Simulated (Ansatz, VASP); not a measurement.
**One calculation of GaSi3, two programs**

Contents of INCAR:

```
ALGO = Normal
EDIFF = 1E-7
EDIFFG = -0.01
ENCUT = 600
GGA = PE
IBRION = 2
ISIF = 3
ISMEAR = 0
LASPH = T
LCHARG = F
LREAL = F
LWAVE = F
NELM = 80
NSW = 100
PREC = Accurate
SIGMA = 0.1
```

File KPOINTS:

```
k-points
0
Gamma
  12 12 12
```

POSCAR

```
GaSi3
1.0
    3.9329546517      0.0000000000      0.0000000000
    0.0000000000      3.9329546517      0.0000000000
    0.0000000000      0.0000000000      3.9329546517
Ga Si
1 3
Direct
    0.0000000000      0.0000000000      0.0000000000
    0.0000000000      0.5000000000      0.5000000000
    0.5000000000      0.0000000000      0.5000000000
    0.5000000000      0.5000000000      0.0000000000
```

Input for Ansatz:

```yaml
crystal:
  lattice:
    - [3.9329546517, 0.0, 0.0]
    - [0.0, 3.9329546517, 0.0]
    - [0.0, 0.0, 3.9329546517]
  atoms:
    - { symbol: Ga, position: [0.0, 0.0, 0.0] }
    - { symbol: Si, position: [0.0, 0.5, 0.5] }
    - { symbol: Si, position: [0.5, 0.0, 0.5] }
    - { symbol: Si, position: [0.5, 0.5, 0.0] }
basis:
  ecutwfc: 420
kpoints:
  mp_grid: { grid: [12, 12, 12] }
hamiltonian:
  xc: pbe
scf:
  occupations: { method: gaussian, width: 0.1 }
output:
  forces: true
  stress: true
  eigenvalues: true
relax:
  adjacent_minimum: "off"
  f_tol: 0.01
  max_steps: 80
  cell: { stress_tol: 0.05 }
```

Alike in both runs: task relaxation of cell and atoms; functional PBE; k mesh 12 × 12 × 12; occupations gaussian, width 0.1 eV; no spin polarisation.

```csv
,VASP,Ansatz
version,VASP 6.6.1,Ansatz 0.2.0
potentials or method,"VASP PAW PBE potentials, release 64 (Ga_d, Si), cutoff 600 eV","scalar-relativistic, plane waves, PAW"
valence electrons in the cell,25,25
```

Ansatz gave:

```
gap on the k mesh at the Fermi level, each at its own relaxed structure (eV) : none
relaxed volume (Å³/atom)                                                     : 15.69
relaxed cell length with the largest relative difference (Å)                 : 3.974
```

Problem. Which values does VASP return?

Solution. gap on the k mesh at the Fermi level, each at its own relaxed structure (eV): none; relaxed volume (Å³/atom): 15.70; relaxed cell length with the largest relative difference (Å): 3.975.

A gap of «none» marks a metal or a gap that the smearing closes.
